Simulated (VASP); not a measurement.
# Zr3W4Se (P4mm) in VASP: relaxation of cell and atoms with PBE

Aim: the relaxation of cell and atoms of Zr3W4Se with PBE.

Program: VASP 6.6.1. These are calculated values, not measurements. Logs are shortened: lines on timing, memory, paths and dates and some standing lists are left out, and cuts for length are marked.

### 1 The cell of the first run

The structure is tetragonal, space group P4mm (No. 99). Conventional cell: a = 3.850 Å, b = 3.850 Å, c = 9.955 Å, α = 90.00°, β = 90.00°, γ = 90.00°. Zr (site symmetry 4mm) has 4 Zr at 2.72 Å and 8 W at 3.10 to 3.14 Å within 3.6 Å. Zr (site symmetry 4mm) has 4 Se at 2.75 Å and 8 W at 3.15 to 3.20 Å within 3.6 Å. Zr (site symmetry 4mm) has 4 Zr at 2.72 Å and 8 W at 3.09 to 3.14 Å within 3.6 Å. W (site symmetry 2mm) has 4 W at 2.72 Å and 2 Se at 2.89 Å and 6 Zr at 3.09 to 3.20 Å within 3.6 Å. W (site symmetry 2mm) has 4 W at 2.72 Å and 6 Zr at 3.10 to 3.15 Å and 2 Se at 3.48 Å within 3.6 Å. Se (site symmetry 4mm) has 4 Zr at 2.75 Å and 8 W at 2.89 to 3.48 Å within 3.6 Å.

The cell was generated, and may not be a known phase.

### 2 Relaxation of cell and atoms, PBE

Input file INCAR:

```
PREC = Accurate
ENCUT = 600
EDIFF = 1E-7
ISMEAR = 0
SIGMA = 0.1
LREAL = False
LASPH = True
NELM = 100
ALGO = Normal
ISIF = 3
LWAVE = False
LCHARG = False
GGA = PE
IBRION = 2
NSW = 100
EDIFFG = -0.01
```

Input file KPOINTS:

```
Automatic mesh
0
Gamma
  8 8 4
```

Input file POSCAR:

```
Zr3W4Se
1.0
    3.8503404530      0.0000000000      0.0000000000
    0.0000000000      3.8503404530      0.0000000000
    0.0000000000      0.0000000000      9.9551658199
Zr W Se
3 4 1
Direct
    0.0000000000      0.0000000000      0.7513427370
    0.5000000000      0.5000000000      0.2576999464
    0.5000000000      0.5000000000      0.7573797172
    0.5000000000      0.0000000000      0.0003598256
    0.5000000000      0.0000000000      0.5079104633
    0.0000000000      0.5000000000      0.0003598256
    0.0000000000      0.5000000000      0.5079104633
    0.0000000000      0.0000000000      0.2170380315
```

Potentials or basis: VASP PAW PBE potentials, release 64 (Zr_sv, W_sv, Se).

On the command line:

```
$ cat potpaw_PBE.64/Zr_sv/POTCAR potpaw_PBE.64/W_sv/POTCAR potpaw_PBE.64/Se/POTCAR > POTCAR
$ mpirun -np 1 vasp_std > vasp.out
```

OUTCAR:

```text
PREC = Accurate
   ENCUT = 600
   EDIFF = 1E-7
   ISMEAR = 0
   LREAL = False
   LASPH = True
   NELM = 100
   ISIF = 3
   GGA = PE
   IBRION = 2
   NSW = 100
   EDIFFG = -0.01

 ion  position               nearest neighbor table
   1  0.000  0.000  0.751-   3 2.72   3 2.72   3 2.72   3 2.72   7 3.10   7 3.10   5 3.10   5 3.10
                             6 3.14   4 3.14   6 3.14   4 3.14
   2  0.500  0.500  0.258-   8 2.75   8 2.75   8 2.75   8 2.75   7 3.15   7 3.15   5 3.15   5 3.15
                             6 3.20   4 3.20   4 3.20   6 3.20
   3  0.500  0.500  0.757-   1 2.72   1 2.72   1 2.72   1 2.72   4 3.09   6 3.09   6 3.09   4 3.09
                             5 3.14   7 3.14   7 3.14   5 3.14
   4  0.500  0.000  0.000-   6 2.72   6 2.72   6 2.72   6 2.72   8 2.89   8 2.89   3 3.09   3 3.09
                             1 3.14   1 3.14   2 3.20   2 3.20
   5  0.500  0.000  0.508-   7 2.72   7 2.72   7 2.72   7 2.72   1 3.10   1 3.10   3 3.14   3 3.14
                             2 3.15   2 3.15
   6  0.000  0.500  0.000-   4 2.72   4 2.72   4 2.72   4 2.72   8 2.89   8 2.89   3 3.09   3 3.09
                             1 3.14   1 3.14   2 3.20   2 3.20
   7  0.000  0.500  0.508-   5 2.72   5 2.72   5 2.72   5 2.72   1 3.10   1 3.10   3 3.14   3 3.14
                             2 3.15   2 3.15
   8  0.000  0.000  0.217-   2 2.75   2 2.75   2 2.75   2 2.75   6 2.89   6 2.89   4 2.89   4 2.89

  LATTYP: Found a simple tetragonal cell.
 ALAT       =     3.8503404530
 C/A-ratio  =     2.5855287192

  Lattice vectors:

 A1 = (   3.8503404530,   0.0000000000,   0.0000000000)
 A2 = (   0.0000000000,   3.8503404530,   0.0000000000)
 A3 = (   0.0000000000,   0.0000000000,   9.9551658199)

Analysis of symmetry for initial positions (statically):
=====================================================================
 Subroutine PRICEL returns:
 Original cell was already a primitive cell.

 Routine SETGRP: Setting up the symmetry group for a
 simple tetragonal supercell.

 Subroutine GETGRP returns: Found  8 space group operations
 (whereof  8 operations were pure point group operations)
 out of a pool of 16 trial point group operations.

The static configuration has the point symmetry C_4v.

Analysis of symmetry for dynamics (positions and initial velocities):
=====================================================================
 Subroutine PRICEL returns:
 Original cell was already a primitive cell.

 Routine SETGRP: Setting up the symmetry group for a
 simple tetragonal supercell.

 Subroutine GETGRP returns: Found  8 space group operations
 (whereof  8 operations were pure point group operations)
 out of a pool of 16 trial point group operations.

The dynamic configuration has the point symmetry C_4v.

 Subroutine INISYM returns: Found  8 space group operations
 (whereof  8 operations are pure point group operations),
 and found     1 'primitive' translations

----------------------------------------------------------------------------------------

                                     Primitive cell

  volume of cell :     147.5865

  direct lattice vectors                    reciprocal lattice vectors
     3.850340453  0.000000000  0.000000000     0.259717293  0.000000000  0.000000000
     0.000000000  3.850340453  0.000000000     0.000000000  0.259717293  0.000000000
     0.000000000  0.000000000  9.955165820     0.000000000  0.000000000  0.100450361

  length of vectors
     3.850340453  3.850340453  9.955165820     0.259717293  0.259717293  0.100450361

  position of ions in fractional coordinates (direct lattice)
     0.000000000  0.000000000  0.751342737
     0.500000000  0.500000000  0.257699946
     0.500000000  0.500000000  0.757379717
     0.500000000  0.000000000  0.000359826
     0.500000000  0.000000000  0.507910463
     0.000000000  0.500000000  0.000359826
     0.000000000  0.500000000  0.507910463
     0.000000000  0.000000000  0.217038032

  ion indices of the primitive-cell ions
   primitive index   ion index
                 1           1
                 2           2
                 3           3
                 4           4
                 5           5
                 6           6
                 7           7
                 8           8

----------------------------------------------------------------------------------------

 KPOINTS: Automatic mesh

Automatic generation of k-mesh.
 Grid dimensions read from file:
 generate k-points for:    8    8    4

 Generating k-lattice:

  Cartesian coordinates                     Fractional coordinates (reciprocal lattice)
     0.032464662  0.000000000  0.000000000     0.125000000  0.000000000  0.000000000
     0.000000000  0.032464662  0.000000000     0.000000000  0.125000000  0.000000000
     0.000000000  0.000000000  0.025112590     0.000000000  0.000000000  0.250000000

  Length of vectors
     0.032464662  0.032464662  0.025112590

  Shift w.r.t. Gamma in fractional coordinates (k-lattice)
     0.000000000  0.000000000  0.000000000

 Subroutine IBZKPT returns following result:
 ===========================================

 Found     45 irreducible k-points:

 Following reciprocal coordinates:
            Coordinates               Weight
  0.000000  0.000000  0.000000      1.000000
  0.125000  0.000000  0.000000      4.000000
  0.250000  0.000000  0.000000      4.000000
  0.375000  0.000000  0.000000      4.000000
  0.500000  0.000000  0.000000      2.000000
  0.125000  0.125000  0.000000      4.000000
[... 16 lines left out ...]
  0.375000  0.125000  0.250000     16.000000
  0.500000  0.125000  0.250000      8.000000
 [... further k-points ...]
   k-points           NKPTS =     45   k-points in BZ     NKDIM =     45   number of bands    NBANDS=     58
   number of dos      NEDOS =    301   number of ions     NIONS =      8
   total plane-waves  NPLWV =  81920
   dimension x,y,z NGX =    32 NGY =   32 NGZ =   80
   dimension x,y,z NGXF=    64 NGYF=   64 NGZF=  160
   ions per type =               3   4   1
   NGX,Y,Z   is equivalent  to a cutoff of  13.82, 13.82, 13.36 a.u.
   NGXF,Y,Z  is equivalent  to a cutoff of  27.63, 27.63, 26.72 a.u.
 SYSTEM =  unknown system
   PREC   = accura    normal or accurate (medium, high low for compatibility)
   ISTART =      0    job   : 0-new  1-cont  2-samecut
   ICHARG =      2    charge: 1-file 2-atom 10-const
   ISPIN  =      1    spin polarized calculation?
   LNONCOLLINEAR =      F non collinear calculations
   LSORBIT =      F    spin-orbit coupling
   LASPH  =      T    aspherical Exc in radial PAW
   ENCUT  =  600.0 eV  44.10 Ry    6.64 a.u.   7.69  7.69 19.88*2*pi/ulx,y,z
   NELM   =    100;   NELMIN=  2; NELMDL= -5     # of ELM steps
   EDIFF  = 0.1E-06   stopping-criterion for ELM
   LREAL  =      F    real-space projection
   EDIFFG = -.1E-01   stopping-criterion for IOM
   NSW    =    100    number of steps for IOM
   IBRION =      2    ionic relax: 0-MD 1-quasi-New 2-CG
   NFREE  =      1    steps in history (QN), initial steepest desc. (CG)
   ISIF   =      3    stress and relaxation
   ISYM   =      2    0-nonsym 1-usesym 2-fastsym
   POTIM  = 0.5000    time-step for ionic-motion
   TEBEG  =    0.0;   TEEND  =   0.0 temperature during run
   PSTRESS=    0.0 pullay stress
   NELECT =      98.0000    total number of electrons
   NUPDOWN=      -1.0000    fix difference up-down
   EMIN   =  10.00;   EMAX   =-10.00  energy-range for DOS
   EFERMI =   0.00;   METHOD = LEGACY
   ISMEAR =     0;   SIGMA  =   0.10  broadening in eV -4-tet -1-fermi 0-gaus
   EFERMI_NEDOS =   21; number of points for ismear=-14 and -15
   IALGO  =     38    algorithm
   IMIX   =      4    mixing-type and parameters
     AMIX     =   0.40;   BMIX     =  1.00
     AMIX_MAG =   1.60;   BMIX_MAG =  1.00
  volume/ion in A,a.u.               =      18.45       124.50
  Fermi-wavevector in a.u.,A,eV,Ry     =   1.428240  2.698983 27.754119  2.039870
  Thomas-Fermi vector in A             =   2.548323
   LORBIT       =      0    0 simple, 1 ext, 2 COOP (PROOUT), +10 PAW based schemes
   GGA     = PE    functional components
   LHFCALC =     F    Hartree Fock is set to
   AEXX    =    0.0000 exact exchange contribution
   IVDW    =     0    specifies the selected vdW correction
   LEPSILON=     F    determine dielectric tensor
   LRPA    =     F    only Hartree local field effects (RPA)
 conjugate gradient relaxation of ions
 non-spin polarized calculation
 Gauss-broadening in eV      SIGMA  =   0.10
  energy-cutoff  :      600.00
  volume of cell :      147.59
 maximum number of plane-waves:      4952
 NGX is ok and might be reduce to    32
   NGX = 15   NGY = 15   NGZ = 39

--------------------------------------- Ionic step        1  -------------------------------------------

 number of electron      97.9999993 magnetization

 Free energy of the ion-electron system (eV)
  ---------------------------------------------------
  ext. energy  EPLUGINS =         0.00000000
  ---------------------------------------------------
  free energy    TOTEN  =       -78.91857487 eV

  energy without entropy =      -78.87910064  energy(sigma->0) =      -78.89883776

------------------------ aborting loop because EDIFF is reached ----------------------------------------

  FORCE on cell =-STRESS in cart. coord.  units (eV):
  Direction    XX          YY          ZZ          XY          YZ          ZX
  --------------------------------------------------------------------------------------
  -------------------------------------------------------------------------------------
  Total        0.7753716      0.7753716     -0.9172936      0.0000000      0.0000000      0.0000000
  in kB        8.4173177      8.4173177     -9.9580016      0.0000000      0.0000000      0.0000000
  external PRESSURE =       2.2922113 kB  Pullay stress =       0.0000000 kB
[... 107 lines left out ...]
  FREE ENERGIE OF THE ION-ELECTRON SYSTEM (eV)
  ---------------------------------------------------
  free  energy   TOTEN  =       -78.9256012388 eV

  energy  without entropy=      -78.8877007680  energy(sigma->0) =      -78.90665100

 E-fermi :  10.0471     XC(G=0): -12.3379

 val. band max:       10.0465489445   @ k =   0.1250   0.0000   0.0000
 cond. band min:      10.0525732812   @ k =   0.3750   0.1250   0.0000
 fundamental gap:      0.0060243367
 Fermi energy:        10.0470789134

 k-point     1 :       0.0000    0.0000    0.0000
  band No.  band energies     occupation
      1     -63.9493      2.00000
      2     -63.8291      2.00000
      3     -63.6675      2.00000
      4     -63.5479      2.00000
      5     -38.9555      2.00000
      6     -38.2819      2.00000
[... 1453 lines left out ...]
     57      11.5635      0.00000
     58      11.8517      0.00000

 [... further k-points ...]

[... ionic steps 4 to 14 ...]

--------------------------------------- Ionic step       15  -------------------------------------------

 number of electron      97.9999996 magnetization

------------------------ aborting loop because EDIFF is reached ----------------------------------------
[... 79 lines left out ...]
--------------------------------------- Ionic step       17  -------------------------------------------

 number of electron      97.9999996 magnetization

 Free energy of the ion-electron system (eV)
  ---------------------------------------------------
  ext. energy  EPLUGINS =         0.00000000
  ---------------------------------------------------
  free energy    TOTEN  =       -78.92749448 eV

  energy without entropy =      -78.89032050  energy(sigma->0) =      -78.90890749

 E-fermi :   9.9860     XC(G=0): -12.3119

 val. band max:        9.9691574548   @ k =   0.5000   0.5000   0.5000
 cond. band min:       9.9875973597   @ k =   0.3750   0.1250   0.2500
 fundamental gap:      0.0184399049
 Fermi energy:         9.9859649147

 k-point     1 :       0.0000    0.0000    0.0000
  band No.  band energies     occupation
      1     -64.0269      2.00000
      2     -63.9069      2.00000
      3     -63.7314      2.00000
      4     -63.6120      2.00000
      5     -39.0383      2.00000
      6     -38.3524      2.00000
[... 1490 lines left out ...]
  FREE ENERGIE OF THE ION-ELECTRON SYSTEM (eV)
  ---------------------------------------------------
  free  energy   TOTEN  =       -78.9274944818 eV

  energy  without entropy=      -78.8903204993  energy(sigma->0) =      -78.90890749

 reached required accuracy - stopping structural energy minimisation
```

It took 48 min on 1 thread of Intel Xeon 6975P-C (Granite Rapids), shared host; peak memory 0.57 GiB.

Results:

```yaml
Free_energy: -78.9275 eV
Relaxed_volume: 18.46 Å³/atom
Relaxed_cell: a = 3.866 Å, b = 3.866 Å, c = 9.880 Å, α = 90.00°, β = 90.00°, γ = 90.00°
Space_group_after_relaxing_to_0.1_Å: P4mm (No. 99)
Energy_gained_by_relaxing: 1.1 meV/atom
Ionic_steps: 17
Pressure_after_relaxing: 0.0 GPa
Largest_force_after_relaxing: 0.010 eV/Å
Band_gap_on_the_k_mesh: zero (bands 49 and 50 overlap by 0.99 eV)
```

Forces on the atoms (eV/Å):
```
Zr   0.000  0.000  0.004
Zr   0.000  0.000  0.001
Zr   0.000  0.000 -0.010
W    0.000  0.000  0.002
W    0.000  0.000  0.001
W    0.000  0.000  0.002
W    0.000  0.000  0.001
Se   0.000  0.000 -0.001
```

Step by step:
```tsv
step	energy change (eV)	largest force (eV/Å)	pressure (GPa)	volume (Å³)
1	0.0000	0.0951	0.23	147.59
2	-0.0070	0.0591	-0.55	148.15
3	-0.0070	0.0577	-0.57	148.17
4	-0.0064	0.0395	0.76	146.98
5	-0.0083	0.0332	0.01	147.63
6	-0.0085	0.0299	0.02	147.62
7	-0.0087	0.0245	0.03	147.61
8	-0.0088	0.0223	-0.06	147.69
9	-0.0088	0.0212	-0.10	147.72
10	-0.0088	0.0192	-0.07	147.71
11	-0.0089	0.0130	0.01	147.65
12	-0.0088	0.0111	0.03	147.64
13	-0.0089	0.0103	0.02	147.65
14	-0.0089	0.0111	0.00	147.68
15	-0.0089	0.0146	-0.04	147.76
16	-0.0089	0.0128	-0.02	147.72
17	-0.0089	0.0095	0.03	147.68
```

Final structure:
```
Zr W Se
1.0
     3.86622    0.00000    0.00000
     0.00000    3.86622    0.00000
     0.00000    0.00000    9.87998
Zr W Se
3 4 1
Direct
  0.00000 0.00000 0.75057
  0.50000 0.50000 0.25890
  0.50000 0.50000 0.75809
  0.50000 0.00000 0.00107
  0.50000 0.00000 0.50788
  0.00000 0.50000 0.00107
  0.00000 0.50000 0.50788
  0.00000 0.00000 0.21455
```

Caveat: spin-orbit coupling is left out, which moves the levels of the heavy elements.
